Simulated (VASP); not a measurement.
Input of a VASP 6.6.1 run:

The input INCAR:

```
ALGO = Normal
EDIFF = 1E-6
ENCUT = 520
GGA = CA
ISIF = 2
ISMEAR = -1
LASPH = True
LCHARG = True
LELF = True
LREAL = False
LVHAR = True
LWAVE = False
NBANDS = 11
NELM = 100
PREC = Accurate
SIGMA = 0.05
```

File KPOINTS:

```
k-points
0
Gamma
  8 8 8
```

The input POSCAR:

```
BAs
1.0
    3.2358670400      0.0000000000      0.0000000000
    0.0000000000      3.2358670400      0.0000000000
    0.0000000000      0.0000000000      3.2358670400
B As
1 1
Direct
    0.0000000000      0.0000000000      0.0000000000
    0.5000000000      0.5000000000      0.5000000000
```

Potentials or basis: VASP PAW LDA potentials, release 64 (B, As).

Run with:

```sh
$ cat potpaw_LDA.64/B/POTCAR potpaw_LDA.64/As/POTCAR > POTCAR
$ mpirun -np 1 vasp_std > vasp.out
```

(1) Estimate the band gap on the k mesh.

(2) Predict the pressure.

Answers

(1) zero (band 4 reaches 6.37 eV, above the bottom of band 5 at 1.98 eV).

(2) -18.8 GPa.
